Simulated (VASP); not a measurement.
# Tb (P6_3/mmc) in VASP: settings compared

Aim: see how the results for Tb move with the level of theory and the settings. Levels: PBEsol, PBE. Tasks: single point.

Program: VASP 6.6.1. These are calculated values, not measurements. Logs are shortened: lines on timing, memory, paths and dates and some standing lists are left out, and cuts for length are marked.

## Step 1: The cell of the first run

It takes space group P6_3/mmc (No. 194, hexagonal). The conventional cell has a = 3.648 Å, b = 3.648 Å, c = 5.769 Å, α = 90.00°, β = 90.00°, γ = 120.00°. Tb (site symmetry -6m2) has 12 Tb at 3.57 to 3.65 Å within 4.7 Å.

## Step 2: Single point, PBEsol, collinear spin, ferromagnetic start (33.25 Å³/atom)

Contents of INCAR:

```
SYSTEM = Tb
PREC = Accurate
ENCUT = 520
EDIFF = 1E-6
ISMEAR = -1
SIGMA = 0.05
LREAL = .False.
LASPH = .True.
NELM = 150
ALGO = Normal
ISIF = 2
LWAVE = .False.
LCHARG = .False.
ISPIN = 2
MAGMOM = 6 6
LORBIT = 11
LMAXMIX = 6
GGA = PS
NBANDS = 30
```

Contents of KPOINTS:

```
regular mesh
0
Gamma
  9 9 5
  0 0 0
```

Contents of POSCAR:

```
Tb
1.0
    3.6483870132      0.0000000000      0.0000000000
   -1.8241935066      3.1595958362      0.0000000000
    0.0000000000      0.0000000000      5.7685243816
Tb
2
Direct
    0.6666666667      0.3333333333      0.7500000000
    0.3333333333      0.6666666667      0.2500000000
```

Potentials or basis: VASP PAW PBE potentials, release 64 (Tb).

Launch:

```
> cat potpaw_PBE.64/Tb/POTCAR > POTCAR
> mpirun -np 1 vasp_std > vasp.out
```

OUTCAR:

```text
SYSTEM = Tb
   PREC = Accurate
   ENCUT = 520
   EDIFF = 1E-6
   ISMEAR = -1
   LREAL = .False.
   LASPH = .True.
   NELM = 150
   ISIF = 2
   ISPIN = 2
   LORBIT = 11
   GGA = PS

 ion  position               nearest neighbor table
   1  0.667  0.333  0.750-
   2  0.333  0.667  0.250-

  LATTYP: Found a hexagonal cell.
 ALAT       =     3.6483870132
 C/A-ratio  =     1.5811163566

  Lattice vectors:

 A1 = (   3.6483870132,   0.0000000000,   0.0000000000)
 A2 = (  -1.8241935066,   3.1595958362,   0.0000000000)
 A3 = (   0.0000000000,   0.0000000000,   5.7685243816)

Analysis of symmetry for initial positions (statically):
=====================================================================
 Subroutine PRICEL returns:
 Original cell was already a primitive cell.

 Routine SETGRP: Setting up the symmetry group for a
 hexagonal supercell.

 Subroutine GETGRP returns: Found 24 space group operations
 (whereof 12 operations were pure point group operations)
 out of a pool of 24 trial point group operations.

The static configuration has the point symmetry D_3d.
 The point group associated with its full space group is D_6h.

Analysis of symmetry for dynamics (positions and initial velocities):
=====================================================================
 Subroutine PRICEL returns:
 Original cell was already a primitive cell.

 Routine SETGRP: Setting up the symmetry group for a
 hexagonal supercell.

 Subroutine GETGRP returns: Found 24 space group operations
 (whereof 12 operations were pure point group operations)
 out of a pool of 24 trial point group operations.

The dynamic configuration has the point symmetry D_3d.
 The point group associated with its full space group is D_6h.

Analysis of structural, dynamic, and magnetic symmetry:
=====================================================================
 Subroutine PRICEL returns:
 Original cell was already a primitive cell.

 Routine SETGRP: Setting up the symmetry group for a
 hexagonal supercell.

 Subroutine GETGRP returns: Found 24 space group operations
 (whereof 12 operations were pure point group operations)
 out of a pool of 24 trial point group operations.

The overall configuration has the point symmetry D_3d.
 The point group associated with its full space group is D_6h.

 Subroutine INISYM returns: Found 24 space group operations
[... 117 lines left out ...]
     AMIX_MAG =   1.60;   BMIX_MAG =  1.00
  volume/ion in A,a.u.               =      33.25       224.37
  Fermi-wavevector in a.u.,A,eV,Ry     =   1.358533  2.567256 25.111088  1.845613
  Thomas-Fermi vector in A             =   2.485359
   LORBIT       =     11    0 simple, 1 ext, 2 COOP (PROOUT), +10 PAW based schemes
   GGA     = PS    functional components
   LHFCALC =     F    Hartree Fock is set to
   AEXX    =    0.0000 exact exchange contribution
   IVDW    =     0    specifies the selected vdW correction
   LEPSILON=     F    determine dielectric tensor
   LRPA    =     F    only Hartree local field effects (RPA)
 spin polarized calculation
  energy-cutoff  :      520.00
  volume of cell :       66.50
 maximum number of plane-waves:      1805
 NGX is ok and might be reduce to    28
   NGX = 13   NGY = 13   NGZ = 21

 number of electron      38.0000002 magnetization      12.0486858

 Free energy of the ion-electron system (eV)
  ---------------------------------------------------
  ext. energy  EPLUGINS =         0.00000000
  ---------------------------------------------------
  free energy    TOTEN  =       -19.67697165 eV

  energy without entropy =      -19.55175317  energy(sigma->0) =      -19.61436241

 E-fermi :   2.5549     XC(G=0): -10.0719

 val. band max:        2.5517339421   @ k =   0.3333   0.0000   0.4000
 cond. band min:       2.5553426527   @ k =   0.3333   0.1111   0.0000
 fundamental gap:      0.0036087107
 Fermi energy:         2.5548526953

 spin component 1

 k-point     1 :       0.0000    0.0000    0.0000
  band No.  band energies     occupation
      1     -43.6073      1.00000
      2     -43.5478      1.00000
      3     -20.5390      1.00000
      4     -20.0018      1.00000
      5     -20.0018      1.00000
      6     -19.9014      1.00000
[... 781 lines left out ...]
     29       4.9764      0.00000
     30       6.9453      0.00000

 [... further k-points ...]

 spin component 2

 k-point     1 :       0.0000    0.0000    0.0000
  band No.  band energies     occupation
      1     -41.0279      1.00000
      2     -40.9548      1.00000
      3     -18.7410      1.00000
      4     -18.1003      1.00000
      5     -18.1003      1.00000
      6     -17.9836      1.00000
[... 781 lines left out ...]
     29       5.6752      0.00000
     30       7.8507      0.00000

 [... further k-points ...]

------------------------ aborting loop because EDIFF is reached ----------------------------------------

  FORCE on cell =-STRESS in cart. coord.  units (eV):
  Direction    XX          YY          ZZ          XY          YZ          ZX
  --------------------------------------------------------------------------------------
  -------------------------------------------------------------------------------------
  Total       -1.4174438     -1.4174438     -1.1614230      0.0000000      0.0000000      0.0000000
  in kB      -34.1522449    -34.1522449    -27.9836167      0.0000000      0.0000000      0.0000000
  external PRESSURE =     -32.0960355 kB  Pullay stress =       0.0000000 kB

 VOLUME and BASIS-vectors are now :
 -----------------------------------------------------------------------------
  energy-cutoff  :      520.00
  volume of cell :       66.50
      direct lattice vectors                 reciprocal lattice vectors
     3.648387013  0.000000000  0.000000000     0.274093729  0.158248088  0.000000000
    -1.824193507  3.159595836  0.000000000     0.000000000  0.316496176  0.000000000
     0.000000000  0.000000000  5.768524382     0.000000000  0.000000000  0.173354559

 POSITION                                       TOTAL-FORCE (eV/Angst)
 -----------------------------------------------------------------------------------
      1.82419      1.05320      4.32639         0.000000      0.000000      0.000000
     -0.00000      2.10640      1.44213        -0.000000     -0.000000      0.000000
 -----------------------------------------------------------------------------------
    total drift:                                0.000000     -0.000000      0.000000

  FREE ENERGIE OF THE ION-ELECTRON SYSTEM (eV)
  ---------------------------------------------------
  free  energy   TOTEN  =       -19.6769716542 eV

  energy  without entropy=      -19.5517531715  energy(sigma->0) =      -19.61436241

 total charge

# of ion       s       p       d       f       tot
--------------------------------------------------
    1        2.084   5.586   0.495   8.109  16.274
    2        2.084   5.586   0.495   8.109  16.274
--------------------------------------------------
tot          4.167  11.172   0.990  16.218  32.548

 magnetization (x)

# of ion       s       p       d       f       tot
--------------------------------------------------
    1        0.002  -0.040   0.098   5.693   5.752
    2        0.002  -0.040   0.098   5.693   5.752
--------------------------------------------------
tot          0.004  -0.080   0.195  11.386  11.505
```

It took 6.8 min on 1 thread of Intel Xeon Platinum 8488C (Sapphire Rapids), shared host; peak memory 0.3 GiB.

What came out:

| Item | Value |
| --- | --- |
| Free energy | -19.6770 eV |
| Pressure | -3.2 GPa |
| Net moment | 12.05 μB per cell |
| Site moments | Tb +5.75 μB |
| Valence electrons inside the program's atomic spheres | Tb 16.27 |

Caveat: the magnetic or orbital state may not be the lowest; the cell stands under tension; the PAW data sets were made with another functional, which shifts forces and pressure a little; spin-orbit coupling is left out, which moves the levels of the heavy elements; semilocal functionals describe open f shells poorly, which spoils levels, moments and volumes. The state reached can hang on the start; a lower one may exist.

## Step 3: Single point, PBEsol, collinear spin, ferromagnetic start (33.89 Å³/atom)

This run uses another cell than the first one, of 33.89 Å³/atom.

Contents of INCAR:

```
SYSTEM = Tb
  PREC = Accurate
  ENCUT = 520
  EDIFF = 1E-7
  ISMEAR = -1
  SIGMA = 0.05
  LREAL = .False.
  LASPH = .True.
  NELM = 150
  ALGO = Normal
  ISIF = 2
  LWAVE = .False.
  LCHARG = .False.
  ISPIN = 2
  MAGMOM = 6 6
  LORBIT = 11
  LMAXMIX = 6
  GGA = PS
  NBANDS = 30
```

KPOINTS is that of step 2.

Contents of POSCAR:

```
Tb
1.0
    3.6716257735      0.0000000000      0.0000000000
   -1.8358128868      3.1797211930      0.0000000000
    0.0000000000      0.0000000000      5.8052675657
Tb
2
Direct
    0.6666666667      0.3333333333      0.7500000000
    0.3333333333      0.6666666667      0.2500000000
```

Potentials or basis: VASP PAW PBE potentials, release 64 (Tb).

Launch:

```
> cat potpaw_PBE.64/Tb/POTCAR > POTCAR
> mpirun -np 1 vasp_std > vasp.out
```

Run time: 17 min. Hardware: 1 thread of Intel Xeon Platinum 8488C (Sapphire Rapids), shared host; peak memory 0.33 GiB.

The run converged. Its results:

```
Free energy                                           : -19.6503 eV
Pressure                                              : -3.6 GPa
Net moment                                            : 12.07 μB per cell
Site moments                                          : Tb +5.75 μB
Valence electrons inside the program's atomic spheres : Tb 16.27
```

Stress tensor (GPa, compression positive):
```
-3.72  0.00  0.00
 0.00 -3.72  0.00
 0.00  0.00 -3.21
```

Levels at points of the mesh, in eV from the Fermi level:
Spin up:
```tsv
k point	band 22	band 23	band 24	band 25	band 26	band 27	band 28	band 29
(0.00, 0.00, 0.00)	-3.76	-3.66	-2.08	1.11	1.71	1.71	1.99	2.34
```
Spin down:
```csv
k point,band 11,band 12,band 13,band 14,band 15,band 16
"(0.00, 0.00, 0.00)",-0.14,-0.13,-0.07,-0.02,0.15,0.15
```

Caveat: the magnetic or orbital state may not be the lowest; the cell stands under tension; the PAW data sets were made with another functional, which shifts forces and pressure a little; spin-orbit coupling is left out, which moves the levels of the heavy elements; semilocal functionals describe open f shells poorly, which spoils levels, moments and volumes. The state reached can hang on the start; a lower one may exist.

## Step 4: Single point, PBE, collinear spin, ferromagnetic start

This run uses another cell than the first one, of 32.61 Å³/atom.

Contents of INCAR:

```
SYSTEM = Tb
ALGO = Normal
EDIFF = 1E-6
ENCUT = 520
GGA = PE
ISIF = 2
ISMEAR = -1
ISPIN = 2
LASPH = .True.
LCHARG = .True.
LELF = .True.
LMAXMIX = 6
LORBIT = 11
LREAL = .False.
LVHAR = .True.
LWAVE = .False.
MAGMOM = 6 6
NBANDS = 30
NELM = 150
PREC = Accurate
SIGMA = 0.05
```

Contents of KPOINTS:

```
k-points
0
Gamma
  9 9 5
  0 0 0
```

Contents of POSCAR:

```
Tb
1.0
    3.6248483771      0.0000000000      0.0000000000
   -1.8124241886      3.1392107794      0.0000000000
    0.0000000000      0.0000000000      5.7313070592
Tb
2
Direct
    0.6666666667      0.3333333333      0.7500000000
    0.3333333333      0.6666666667      0.2500000000
```

Launch:

```
> cat potpaw_PBE.64/Tb/POTCAR > POTCAR
> mpirun -np 1 vasp_std > vasp.out
```

It took 11 min on 1 thread of Intel Xeon 6975P-C (Granite Rapids), shared host; peak memory 0.3 GiB.

The run converged. Its results:

```
Free energy                                           : -19.0410 eV
Pressure                                              : 0.3 GPa
Net moment                                            : 12.20 μB per cell
Site moments                                          : Tb +5.76 μB
Valence electrons inside the program's atomic spheres : Tb 16.31
```

Stress tensor (GPa, compression positive):
```
0.21 0.00 0.00
0.00 0.21 0.00
0.00 0.00 0.39
```

Levels at points of the mesh, in eV from the Fermi level:
Spin up:
```
           k point  band 23  band 24  band 25  band 26  band 27  band 28
(0.00, 0.00, 0.00)    -3.47    -2.18     1.20     1.74     1.74     2.04
```
Spin down:
```csv
k point,band 11,band 12,band 13,band 14,band 15,band 16
"(0.00, 0.00, 0.00)",-0.17,-0.05,0.14,0.15,0.26,0.26
```

Caveat: the magnetic or orbital state may not be the lowest; spin-orbit coupling is left out, which moves the levels of the heavy elements; semilocal functionals describe open f shells poorly, which spoils levels, moments and volumes.

[end of part 1 of 2]
